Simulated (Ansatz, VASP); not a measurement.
## One calculation of PbS, two programs

```
Pb S
1.0
     0.00000    2.96500    2.96500
     2.96500    0.00000    2.96500
     2.96500    2.96500    0.00000
Pb S
1 1
Direct
  0.00000 0.00000 0.00000
  0.50000 0.50000 0.50000
```

Alike in both runs: task single point; functional r2SCAN; k mesh 8 × 8 × 8; occupations gaussian, width 0.05 eV; no spin polarisation.

|  | VASP | Ansatz |
| --- | --- | --- |
| version | VASP 6.6.1 | Ansatz 0.2.0 |
| potentials or method | VASP PAW PBE potentials, release 64 (Pb_d, S), cutoff 520 eV | scalar-relativistic, plane waves, PAW |
| valence electrons in the cell | 20 | 20 |

VASP gave:

| Quantity | Value |
| --- | --- |
| gap on the k mesh at the Fermi level (eV) | 0.62 |
| least direct gap on the mesh (eV) | 0.62 |
| pressure (GPa) | 1.3 |

Which values does Ansatz return?

gap on the k mesh at the Fermi level (eV): 0.61; least direct gap on the mesh (eV): 0.61; pressure (GPa): 1.4.

VASP's potentials were made for PBE, not for r2SCAN.

Neither program's run includes spin-orbit coupling.
